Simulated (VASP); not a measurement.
# CoO: single point with PBEsol+U

CoO:

```
Co O
1.0
     0.00000    2.13150    2.13150
     2.13150    0.00000    2.13150
     2.13150    2.13150    0.00000
Co O
1 1
Direct
  0.00000 0.00000 0.00000
  0.50000 0.50000 0.50000
```

- Program: VASP 6.6.1
- Task: single point
- Functional: PBEsol
- Potentials or basis: VASP PAW PBE potentials, release 64 (Co, O)
- Cutoff: 520 eV
- k mesh: 11 × 11 × 11
- Occupations: gaussian, width 0.01 eV
- Spin: collinear spin, ferromagnetic start
- Starting moments: [2.0, 0.0] μB
- Hubbard terms: Co d U = 7.0 eV
- Dipole correction: no
- Further INCAR settings: ALGO = Normal; EDIFF = 1e-07; NBANDS = 18

| Quantity | Value |
| --- | --- |
| Pressure | -12.2 GPa |
| Band gap on the k mesh | zero (filled and empty bands overlap) |
| Net moment | 3.00 μB per cell |
| Site moments | Co +2.82; O +0.21 μB |
| Valence electrons inside the program's atomic spheres | Co 7.85; O 4.97 |

Levels at points of the mesh, in eV from the Fermi level:
Spin up:
| k point | band 5 | band 6 | band 7 | band 8 | band 9 | band 10 | band 11 | band 12 | band 13 | band 14 |
| --- | --- | --- | --- | --- | --- | --- | --- | --- | --- | --- |
| (0.00, 0.00, 0.00) | -5.33 | -5.33 | -1.83 | -1.83 | -1.83 | 2.05 | 16.85 | 16.85 | 16.85 | 17.76 |
Spin down:
| k point | band 3 | band 4 | band 5 | band 6 | band 7 | band 8 | band 9 | band 10 |
| --- | --- | --- | --- | --- | --- | --- | --- | --- |
| (0.00, 0.00, 0.00) | -1.40 | -1.40 | -1.19 | -1.19 | -1.19 | 2.55 | 3.76 | 3.76 |

Eigenvalues of the final occupation matrices:
| site | spin | trace | eigenvalues |
| --- | --- | --- | --- |
| site 1 d | 1 | 5.00 | 0.98 0.98 0.98 1.03 1.03 |
| site 1 d | 2 | 2.22 | 0.10 0.10 0.67 0.67 0.67 |

It took 63 s on 1 thread of AMD EPYC 7R13 Processor (Zen 3), with other jobs on the host, peak memory 0.14 GiB.

Caveat: the PAW data sets were made with another functional, which shifts forces and pressure a little; a cell with one magnetic atom can't hold antiferromagnetic order, which such compounds often take. The state reached can hang on the start; a lower one may exist.
